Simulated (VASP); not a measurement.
# Cu (Fm-3m) in VASP: a series of runs, part 2 of 2

VASP 6.6.1.

**3. Single point, PBE+D3(BJ)**

This run uses another cell than the first one, of 11.30 Å³/atom, 0.994 times its volume.

The input, INCAR:

```
  ALGO = Normal
  EDIFF = 1E-6
  ENCUT = 600
  GGA = PE
  GGA_COMPAT = F
  ISIF = 2
  ISMEAR = 0
  IVDW = 12
  LASPH = T
  LCHARG = T
  LELF = T
  LREAL = F
  LVHAR = T
  LWAVE = F
  NBANDS = 12
  NELM = 120
  PREC = Accurate
  SIGMA = 0.1
```

The input, KPOINTS:

```
k-points
0
Gamma
  20 20 20
```

The input, POSCAR:

```
Cu
1.0
    0.0000000000      1.7812108063      1.7812108063
    1.7812108063      0.0000000000      1.7812108063
    1.7812108063      1.7812108063      0.0000000000
Cu
1
Direct
    0.0000000000      0.0000000000      0.0000000000
```

Potentials or basis: VASP PAW PBE potentials, release 64 (Cu).

On the command line:

```
$ cat potpaw_PBE.64/Cu/POTCAR > POTCAR
$ mpirun -np 1 vasp_std > vasp.out
```

OUTCAR:

```text
EDIFF = 1E-6
   ENCUT = 600
   GGA = PE
   ISIF = 2
   ISMEAR = 0
   IVDW = 12
   LASPH = T
   LREAL = F
   NELM = 120
   PREC = Accurate
 IVDW          = 12

 ion  position               nearest neighbor table
   1  0.000  0.000  0.000-

  LATTYP: Found a face centered cubic cell.
 ALAT       =     3.5624216126

  Lattice vectors:

 A1 = (   0.0000000000,   1.7812108063,   1.7812108063)
 A2 = (   1.7812108063,   0.0000000000,   1.7812108063)
 A3 = (   1.7812108063,   1.7812108063,   0.0000000000)

Analysis of symmetry for initial positions (statically):
=====================================================================
 Subroutine PRICEL returns:
 Original cell was already a primitive cell.

 Routine SETGRP: Setting up the symmetry group for a
 face centered cubic supercell.

 Subroutine GETGRP returns: Found 48 space group operations
 (whereof 48 operations were pure point group operations)
 out of a pool of 48 trial point group operations.

The static configuration has the point symmetry O_h .

Analysis of symmetry for dynamics (positions and initial velocities):
=====================================================================
 Subroutine PRICEL returns:
 Original cell was already a primitive cell.

 Routine SETGRP: Setting up the symmetry group for a
 face centered cubic supercell.

 Subroutine GETGRP returns: Found 48 space group operations
 (whereof 48 operations were pure point group operations)
 out of a pool of 48 trial point group operations.

The dynamic configuration has the point symmetry O_h .

 Subroutine INISYM returns: Found 48 space group operations
 (whereof 48 operations are pure point group operations),
 and found     1 'primitive' translations

----------------------------------------------------------------------------------------

                                     Primitive cell

  volume of cell :      11.3025

  direct lattice vectors                    reciprocal lattice vectors
     0.000000000  1.781210806  1.781210806    -0.280707931  0.280707931  0.280707931
     1.781210806  0.000000000  1.781210806     0.280707931 -0.280707931  0.280707931
[... 114 lines left out ...]
 non-spin polarized calculation
 Gauss-broadening in eV      SIGMA  =   0.10
  energy-cutoff  :      600.00
  volume of cell :       11.30
 maximum number of plane-waves:       388
   NGX =  9   NGY =  9   NGZ =  9

 number of electron      11.0000013 magnetization

 Free energy of the ion-electron system (eV)
  ---------------------------------------------------
  ext. energy  EPLUGINS =         0.00000000
  ---------------------------------------------------
  free energy    TOTEN  =        -3.70934309 eV

  energy without entropy =       -3.70807826  energy(sigma->0) =       -3.70871067

 E-fermi :   8.1209     XC(G=0): -12.9830

 val. band max:        8.0695427243   @ k =   0.4500   0.3000   0.0000
 cond. band min:       8.1222634326   @ k =   0.5000   0.2500   0.1000
 fundamental gap:      0.0527207083
 Fermi energy:         8.1208725122

 k-point     1 :       0.0000    0.0000    0.0000
  band No.  band energies     occupation
      1      -1.5481      2.00000
      2       4.9789      2.00000
      3       4.9789      2.00000
      4       4.9789      2.00000
      5       5.8592      2.00000
      6       5.8592      2.00000
      7      31.0879      0.00000
      8      34.0779      0.00000
      9      34.0779      0.00000
     10      34.0779      0.00000
     11      36.6139      0.00000
     12      36.6139      0.00000
[... 331 lines left out ...]
 k-point    24 :      -0.3500    0.0500    0.0000
  band No.  band energies     occupation
      1       2.3541      2.00000
      2       5.0053      2.00000
      3       5.0482      2.00000
      4       5.1717      2.00000
      5       6.1956      2.00000
      6       6.4932      2.00000
      7      15.6906      0.00000
      8      28.4403      0.00000
      9      30.8186      0.00000
     10      32.0466      0.00000
     11      34.2472      0.00000
     12      36.0608      0.00000

 [... further k-points ...]

------------------------ aborting loop because EDIFF is reached ----------------------------------------

 Edisp (eV)   -0.61025

 E8    (eV) :    -0.2618

  FORCE on cell =-STRESS in cart. coord.  units (eV):
  Direction    XX          YY          ZZ          XY          YZ          ZX
  --------------------------------------------------------------------------------------
  -------------------------------------------------------------------------------------
  Total       0.05281     0.05281     0.05281    -0.00000     0.00000     0.00000
  in kB       7.48592     7.48592     7.48592    -0.00000     0.00000     0.00000
  external pressure =        7.49 kB  Pullay stress =        0.00 kB

 VOLUME and BASIS-vectors are now :
 -----------------------------------------------------------------------------
  energy-cutoff  :      600.00
  volume of cell :       11.30
      direct lattice vectors                 reciprocal lattice vectors
     0.000000000  1.781210806  1.781210806    -0.280707931  0.280707931  0.280707931
     1.781210806  0.000000000  1.781210806     0.280707931 -0.280707931  0.280707931
     1.781210806  1.781210806  0.000000000     0.280707931  0.280707931 -0.280707931

 POSITION                                       TOTAL-FORCE (eV/Angst)
 -----------------------------------------------------------------------------------
      0.00000      0.00000      0.00000         0.000000      0.000000      0.000000
 -----------------------------------------------------------------------------------
    total drift:                                0.000000      0.000000      0.000000

  FREE ENERGIE OF THE ION-ELECTRON SYSTEM (eV)
  ---------------------------------------------------
  free  energy   TOTEN  =        -4.3195915454 eV

  energy  without entropy=       -4.3183267222  energy(sigma->0) =       -4.31895913
```

It took 14 s on 1 thread of Intel Xeon 6975P-C (Granite Rapids), shared host; peak memory 0.16 GiB.

What came out:

| Item | Value |
| --- | --- |
| Free energy | -4.3196 eV |
| Pressure | 0.7 GPa |
| Dispersion energy per atom | -0.610 eV |

Levels at points of the mesh, in eV from the Fermi level:
| k point | band 3 | band 4 | band 5 | band 6 | band 7 | band 8 | band 9 | band 10 |
| --- | --- | --- | --- | --- | --- | --- | --- | --- |
| (0.00, 0.00, 0.00) | -3.14 | -3.14 | -2.26 | -2.26 | 22.97 | 25.96 | 25.96 | 25.96 |
| (0.50, 0.00, 0.00) | -3.18 | -1.65 | -1.65 | -1.11 | 4.01 | 21.44 | 22.79 | 22.79 |
| (0.50, 0.50, 0.00) | -1.67 | -1.50 | -1.50 | 1.49 | 7.45 | 13.45 | 13.45 | 18.06 |

Caveat: pairwise dispersion overbinds metals, which lowers pressure and volume.
